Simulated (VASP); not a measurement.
Set up this calculation in VASP 6.6.1, as the native input.

| Item | Value |
| --- | --- |
| Task | relaxation of cell and atoms |
| Functional | PBE |
| Potentials or basis | VASP PAW PBE potentials, release 64 (Mo_sv, W_sv) |
| Cutoff | 600 eV |
| k mesh | 6 × 6 × 6 |
| Occupations | gaussian, width 0.1 eV |
| Spin | no spin polarisation |
| Dipole correction | no |
| Further INCAR settings | ALGO = Normal; EDIFF = 1e-07; IBRION = 2; EDIFFG = -0.04; NSW = 90; ISIF = 3 |

The structure of Mo3W lies in POSCAR:

```
Mo3W
1.0
   -1.8913150316      1.8913150316      4.2247556551
    1.8913150316     -1.8913150316      4.2247556551
    1.8913150316      1.8913150316     -4.2247556551
Mo W
3 1
Direct
    0.5000000000      0.5000000000      0.0000000000
    0.2500000000      0.7500000000      0.5000000000
    0.7500000000      0.2500000000      0.5000000000
    0.0000000000      0.0000000000      0.0000000000
```

The input as run:

INCAR

```
PREC     = Accurate       # precision mode
ENCUT    = 600            # plane-wave cutoff, eV
EDIFF    = 1E-7           # SCF threshold, eV
ISMEAR   = 0              # smearing method
SIGMA    = 0.1            # smearing width, eV
LREAL    = False          # projectors in reciprocal space
LASPH    = True           # aspherical terms in the spheres
NELM     = 80             # most SCF steps
ALGO     = Normal         # electronic algorithm
ISIF     = 3              # what is computed and relaxed
LWAVE    = False          # write WAVECAR
LCHARG   = False          # write CHGCAR
GGA      = PE             # functional
IBRION   = 2              # ionic algorithm
NSW      = 90             # ionic steps
EDIFFG   = -0.04          # ionic threshold
```

KPOINTS

```
regular mesh
0
Gamma
  6 6 6
```

Potentials or basis: VASP PAW PBE potentials, release 64 (Mo_sv, W_sv).

The run is started by

```console
$ cat potpaw_PBE.64/Mo_sv/POTCAR potpaw_PBE.64/W_sv/POTCAR > POTCAR
$ mpirun -np 1 vasp_std > vasp.out
```

It gave:

* Relaxed volume: 16.23 Å³/atom
* Relaxed cell: a = 5.313 Å, b = 5.313 Å, c = 5.313 Å, α = 138.59°, β = 138.59°, γ = 59.99°
* Space group after relaxing (to 0.1 Å): I4/mmm (No. 139)
* Energy gained by relaxing: 98.6 meV/atom
* Ionic steps: 11
* Pressure after relaxing: 0.0 GPa
* Band gap on the k mesh: zero (bands 28 and 29 overlap by 2.04 eV)

Caveat: spin-orbit coupling is left out, which moves the levels of the heavy elements.

It took 28 min on 1 thread of AMD EPYC 7R13, with other jobs on the host, peak memory 0.25 GiB.
